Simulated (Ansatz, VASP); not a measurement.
**Two plane-wave programs on Tl**

```
Tl
1.0
     0.00000    2.53315    2.53315
     2.53315    0.00000    2.53315
     2.53315    2.53315    0.00000
Tl
1
Direct
  0.00000 0.00000 0.00000
```

Alike in both runs: task single point; functional PBE; k mesh 12 × 12 × 12; occupations fermi-dirac, width 0.1 eV; no spin polarisation.

```csv
,VASP,Ansatz
version,VASP 6.6.1,Ansatz 0.2.0
potentials or method,"VASP PAW PBE potentials, release 64 (Tl_d), cutoff 520 eV","plane waves (420 eV) with PAW, scalar-relativistic"
valence electrons in the cell,13,13
```

|  | VASP | Ansatz | Ansatz less VASP |
| --- | --- | --- | --- |
| pressure (GPa) | -1.0 | -1.0 | +0.06 |

Neither program's run includes spin-orbit coupling.
